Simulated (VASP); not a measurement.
# CdTe (F-43m) in VASP: a series of runs

The runs below take CdTe through single point, with PBE, r2SCAN.

Program: VASP 6.6.1. These are calculated values, not measurements. Logs are shortened: lines on timing, memory, paths and dates and some standing lists are left out, and cuts for length are marked.

## (1) The cell of the first run

Symmetry: F-43m, No. 216, cubic system. The conventional cell has a = 6.528 Å, b = 6.528 Å, c = 6.528 Å, α = 90.00°, β = 90.00°, γ = 90.00°. Cd (site symmetry -43m) has 4 Te at 2.83 Å within 3.7 Å. Within 3.7 Å of Te (site symmetry -43m) lie 4 Cd at 2.83 Å.

## (2) Single point, PBE (strain -0.5%)

Contents of INCAR:

```
  PREC = Accurate
  ENCUT = 520
  EDIFF = 1E-6
  ISMEAR = -1
  SIGMA = 0.02
  LREAL = False
  LASPH = True
  NELM = 60
  ALGO = Normal
  ISIF = 2
  LWAVE = False
  LCHARG = False
  GGA = PE
  NBANDS = 16
```

Contents of KPOINTS:

```
Automatic mesh
0
Gamma
  6 6 6
```

Contents of POSCAR:

```
CdTe
1.0
    0.0000000000      3.2638833358      3.2638833358
    3.2638833358      0.0000000000      3.2638833358
    3.2638833358      3.2638833358      0.0000000000
Cd Te
1 1
Direct
    0.0000000000      0.0000000000      0.0000000000
    0.2500000000      0.2500000000      0.2500000000
```

Potentials or basis: VASP PAW PBE potentials, release 64 (Cd, Te).

On the command line:

```sh
$ cat potpaw_PBE.64/Cd/POTCAR potpaw_PBE.64/Te/POTCAR > POTCAR
$ mpirun -np 1 vasp_std > vasp.out
```

OUTCAR:

```text
PREC = Accurate
   ENCUT = 520
   EDIFF = 1E-6
   ISMEAR = -1
   LREAL = False
   LASPH = True
   NELM = 60
   ISIF = 2
   GGA = PE

 ion  position               nearest neighbor table
   1  0.000  0.000  0.000-   2 2.83   2 2.83   2 2.83   2 2.83
   2  0.250  0.250  0.250-   1 2.83   1 2.83   1 2.83   1 2.83

  LATTYP: Found a face centered cubic cell.
 ALAT       =     6.5277666716

  Lattice vectors:

 A1 = (   0.0000000000,   3.2638833358,   3.2638833358)
 A2 = (   3.2638833358,   0.0000000000,   3.2638833358)
 A3 = (   3.2638833358,   3.2638833358,   0.0000000000)

Analysis of symmetry for initial positions (statically):
=====================================================================
 Subroutine PRICEL returns:
 Original cell was already a primitive cell.

 Routine SETGRP: Setting up the symmetry group for a
 face centered cubic supercell.

 Subroutine GETGRP returns: Found 24 space group operations
 (whereof 24 operations were pure point group operations)
 out of a pool of 48 trial point group operations.

The static configuration has the point symmetry T_d .

Analysis of symmetry for dynamics (positions and initial velocities):
=====================================================================
 Subroutine PRICEL returns:
 Original cell was already a primitive cell.

 Routine SETGRP: Setting up the symmetry group for a
 face centered cubic supercell.

 Subroutine GETGRP returns: Found 24 space group operations
 (whereof 24 operations were pure point group operations)
 out of a pool of 48 trial point group operations.

The dynamic configuration has the point symmetry T_d .

 Subroutine INISYM returns: Found 24 space group operations
 (whereof 24 operations are pure point group operations),
 and found     1 'primitive' translations

----------------------------------------------------------------------------------------

                                     Primitive cell

  volume of cell :      69.5399

  direct lattice vectors                    reciprocal lattice vectors
     0.000000000  3.263883336  3.263883336    -0.153191750  0.153191750  0.153191750
     3.263883336  0.000000000  3.263883336     0.153191750 -0.153191750  0.153191750
     3.263883336  3.263883336  0.000000000     0.153191750  0.153191750 -0.153191750

  length of vectors
     4.615828079  4.615828079  4.615828079     0.265335894  0.265335894  0.265335894

  position of ions in fractional coordinates (direct lattice)
     0.000000000  0.000000000  0.000000000
     0.250000000  0.250000000  0.250000000

  ion indices of the primitive-cell ions
   primitive index   ion index
                 1           1
                 2           2

----------------------------------------------------------------------------------------

 KPOINTS: Automatic mesh

Automatic generation of k-mesh.
 Grid dimensions read from file:
 generate k-points for:    6    6    6

 Generating k-lattice:

  Cartesian coordinates                     Fractional coordinates (reciprocal lattice)
    -0.025531958  0.025531958  0.025531958     0.166666667  0.000000000  0.000000000
     0.025531958 -0.025531958  0.025531958     0.000000000  0.166666667  0.000000000
     0.025531958  0.025531958 -0.025531958     0.000000000  0.000000000  0.166666667

  Length of vectors
     0.044222649  0.044222649  0.044222649

  Shift w.r.t. Gamma in fractional coordinates (k-lattice)
     0.000000000  0.000000000  0.000000000

 Subroutine IBZKPT returns following result:
 ===========================================

 Found     16 irreducible k-points:

 Following reciprocal coordinates:
            Coordinates               Weight
  0.000000  0.000000  0.000000      1.000000
  0.166667  0.000000  0.000000      8.000000
  0.333333  0.000000  0.000000      8.000000
  0.500000  0.000000  0.000000      4.000000
  0.166667  0.166667  0.000000      6.000000
  0.333333  0.166667  0.000000     24.000000
[... 8 lines left out ...]
 -0.333333  0.333333  0.166667     24.000000
 -0.333333  0.500000  0.166667     12.000000
   k-points           NKPTS =     16   k-points in BZ     NKDIM =     16   number of bands    NBANDS=     16
   number of dos      NEDOS =    301   number of ions     NIONS =      2
   total plane-waves  NPLWV =  46656
   dimension x,y,z NGX =    36 NGY =   36 NGZ =   36
   dimension x,y,z NGXF=    72 NGYF=   72 NGZF=   72
   ions per type =               1   1
   NGX,Y,Z   is equivalent  to a cutoff of  12.97, 12.97, 12.97 a.u.
   NGXF,Y,Z  is equivalent  to a cutoff of  25.93, 25.93, 25.93 a.u.
 SYSTEM =  unknown system
   PREC   = accura    normal or accurate (medium, high low for compatibility)
   ISTART =      0    job   : 0-new  1-cont  2-samecut
   ICHARG =      2    charge: 1-file 2-atom 10-const
   ISPIN  =      1    spin polarized calculation?
   LNONCOLLINEAR =      F non collinear calculations
   LSORBIT =      F    spin-orbit coupling
   LASPH  =      T    aspherical Exc in radial PAW
   ENCUT  =  520.0 eV  38.22 Ry    6.18 a.u.   8.58  8.58  8.58*2*pi/ulx,y,z
   NELM   =     60;   NELMIN=  2; NELMDL= -5     # of ELM steps
   EDIFF  = 0.1E-05   stopping-criterion for ELM
   LREAL  =      F    real-space projection
   EDIFFG = 0.1E-04   stopping-criterion for IOM
   NSW    =      0    number of steps for IOM
   IBRION =     -1    ionic relax: 0-MD 1-quasi-New 2-CG
   NFREE  =      0    steps in history (QN), initial steepest desc. (CG)
   ISIF   =      2    stress and relaxation
   ISYM   =      2    0-nonsym 1-usesym 2-fastsym
   POTIM  = 0.5000    time-step for ionic-motion
   TEBEG  =    0.0;   TEEND  =   0.0 temperature during run
   PSTRESS=    0.0 pullay stress
   NELECT =      18.0000    total number of electrons
   NUPDOWN=      -1.0000    fix difference up-down
   EMIN   =  10.00;   EMAX   =-10.00  energy-range for DOS
   EFERMI =   0.00;   METHOD = LEGACY
   ISMEAR =    -1;   SIGMA  =   0.02  broadening in eV -4-tet -1-fermi 0-gaus
   EFERMI_NEDOS =   21; number of points for ismear=-14 and -15
   IALGO  =     38    algorithm
   IMIX   =      4    mixing-type and parameters
     AMIX     =   0.40;   BMIX     =  1.00
     AMIX_MAG =   1.60;   BMIX_MAG =  1.00
  volume/ion in A,a.u.               =      34.77       234.64
  Fermi-wavevector in a.u.,A,eV,Ry     =   1.043328  1.971605 14.810407  1.088534
  Thomas-Fermi vector in A             =   2.178033
   LORBIT       =      0    0 simple, 1 ext, 2 COOP (PROOUT), +10 PAW based schemes
   GGA     = PE    functional components
   LHFCALC =     F    Hartree Fock is set to
   AEXX    =    0.0000 exact exchange contribution
   IVDW    =     0    specifies the selected vdW correction
   LEPSILON=     F    determine dielectric tensor
   LRPA    =     F    only Hartree local field effects (RPA)
 non-spin polarized calculation
  energy-cutoff  :      520.00
  volume of cell :       69.54
 maximum number of plane-waves:      1895
 NGX is ok and might be reduce to    36
   NGX = 17   NGY = 17   NGZ = 17

 number of electron      18.0000002 magnetization

 Free energy of the ion-electron system (eV)
  ---------------------------------------------------
  ext. energy  EPLUGINS =         0.00000000
  ---------------------------------------------------
  free energy    TOTEN  =        -4.79059448 eV

  energy without entropy =       -4.79059448  energy(sigma->0) =       -4.79059448

 E-fermi :   2.5188     XC(G=0):  -8.4879

 val. band max:        2.1558209871   @ k =   0.0000   0.0000   0.0000
 cond. band min:       2.8602567001   @ k =   0.0000   0.0000   0.0000
 fundamental gap:      0.7044357130
 Fermi energy:         2.5187896281

 k-point     1 :       0.0000    0.0000    0.0000
  band No.  band energies     occupation
      1      -8.8956      2.00000
      2      -6.0615      2.00000
      3      -6.0615      2.00000
      4      -6.0615      2.00000
      5      -5.8169      2.00000
      6      -5.8169      2.00000
[... 8 lines left out ...]
     15      11.4743      0.00000
     16      11.4743      0.00000

 k-point     2 :       0.1667    0.0000    0.0000
  band No.  band energies     occupation
      1      -8.8009      2.00000
      2      -6.0440      2.00000
      3      -6.0440      2.00000
      4      -5.9802      2.00000
      5      -5.8180      2.00000
      6      -5.8180      2.00000
[... 8 lines left out ...]
     15      10.6206      0.00000
     16      10.6206      0.00000

 k-point     3 :       0.3333    0.0000    0.0000
  band No.  band energies     occupation
      1      -8.6119      2.00000
      2      -6.0139      2.00000
      3      -6.0139      2.00000
      4      -5.8142      2.00000
      5      -5.8142      2.00000
      6      -5.7130      2.00000
[... 8 lines left out ...]
     15      11.0143      0.00000
     16      11.0143      0.00000

 k-point     4 :       0.5000    0.0000    0.0000
  band No.  band energies     occupation
      1      -8.5195      2.00000
      2      -6.0021      2.00000
      3      -6.0021      2.00000
      4      -5.8085      2.00000
      5      -5.8085      2.00000
      6      -5.4813      2.00000
[... 8 lines left out ...]
     15      12.4125      0.00000
     16      12.4125      0.00000
[... 172 lines left out ...]
 k-point    14 :       0.5000    0.3333    0.1667
  band No.  band energies     occupation
      1      -8.4926      2.00000
      2      -5.9719      2.00000
      3      -5.9644      2.00000
      4      -5.8545      2.00000
      5      -5.8049      2.00000
      6      -5.5110      2.00000
[... 8 lines left out ...]
     15      12.3696      0.00000
     16      13.4789      0.00000

 k-point    15 :      -0.3333    0.3333    0.1667
  band No.  band energies     occupation
      1      -8.4347      2.00000
      2      -5.9644      2.00000
      3      -5.9509      2.00000
      4      -5.8393      2.00000
      5      -5.8137      2.00000
      6      -5.3371      2.00000
[... 8 lines left out ...]
     15      12.5858      0.00000
     16      13.2667      0.00000

 k-point    16 :      -0.3333    0.5000    0.1667
  band No.  band energies     occupation
      1      -8.4063      2.00000
      2      -5.9379      2.00000
      3      -5.9372      2.00000
      4      -5.8610      2.00000
      5      -5.8046      2.00000
      6      -5.2921      2.00000
[... 8 lines left out ...]
     15      13.1338      0.00000
     16      13.4549      0.00000

------------------------ aborting loop because EDIFF is reached ----------------------------------------

  FORCE on cell =-STRESS in cart. coord.  units (eV):
  Direction    XX          YY          ZZ          XY          YZ          ZX
  --------------------------------------------------------------------------------------
  -------------------------------------------------------------------------------------
  Total        0.7590196      0.7590196      0.7590196      0.0000000      0.0000000     -0.0000000
  in kB       17.4875801     17.4875801     17.4875801      0.0000000      0.0000000     -0.0000000
  external PRESSURE =      17.4875801 kB  Pullay stress =       0.0000000 kB

 VOLUME and BASIS-vectors are now :
 -----------------------------------------------------------------------------
  energy-cutoff  :      520.00
  volume of cell :       69.54
      direct lattice vectors                 reciprocal lattice vectors
     0.000000000  3.263883336  3.263883336    -0.153191750  0.153191750  0.153191750
     3.263883336  0.000000000  3.263883336     0.153191750 -0.153191750  0.153191750
     3.263883336  3.263883336  0.000000000     0.153191750  0.153191750 -0.153191750

 POSITION                                       TOTAL-FORCE (eV/Angst)
 -----------------------------------------------------------------------------------
      0.00000      0.00000      0.00000        -0.000000     -0.000000     -0.000000
      1.63194      1.63194      1.63194         0.000000      0.000000      0.000000
 -----------------------------------------------------------------------------------
    total drift:                               -0.000000     -0.000000     -0.000000

  FREE ENERGIE OF THE ION-ELECTRON SYSTEM (eV)
  ---------------------------------------------------
  free  energy   TOTEN  =        -4.7905944834 eV

  energy  without entropy=       -4.7905944832  energy(sigma->0) =       -4.79059448
```

Run time: 17 s. Hardware: 1 thread of Intel Xeon 6975P-C (Granite Rapids), shared host; peak memory 0.21 GiB.

Results:

- Free energy: -4.7906 eV
- Pressure: 1.7 GPa
- Band gap on the k mesh: 0.70 eV, direct

Caveat: the cell differs from its parent crystal (strain -0.5%); spin-orbit coupling is left out, which moves the levels of the heavy elements.

(Continued in part 2 of 2.)
